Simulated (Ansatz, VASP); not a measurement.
GaN in VASP and in Ansatz

```
Ga N
1.0
     0.00000    2.27424   -2.27424
     4.54848    0.00000    0.00000
    -2.27424   -4.54848   -2.27424
Ga N
3 3
Direct
  0.00000 0.00000 0.00000
  0.33333 0.33333 0.66667
  0.66667 0.66667 0.33333
  0.83333 0.58333 0.66667
  0.16667 0.91667 0.33333
  0.50000 0.25000 0.00000
```

Alike in both runs: functional PBE; k mesh 10 × 10 × 10; occupations gaussian, width 0.02 eV; no spin polarisation.

Ansatz relaxed the structure, and its values are those at the end. VASP's run is a single point on that final structure, the one shown.

|  | VASP | Ansatz |
| --- | --- | --- |
| version | VASP 6.6.1 | Ansatz 0.2.0 |
| potentials or method | VASP PAW PBE potentials, release 64 (Ga_d, N), cutoff 520 eV | scalar-relativistic, plane waves, PAW |
| valence electrons in the cell | 54 | 54 |

Ansatz gave:

* gap on the k mesh at the Fermi level (eV): 1.54
* least direct gap on the mesh (eV): 1.54
* pressure (GPa): 0.0

Problem. Which values does VASP return?

Solution. gap on the k mesh at the Fermi level (eV): 1.55; least direct gap on the mesh (eV): 1.55; pressure (GPa): 0.1.
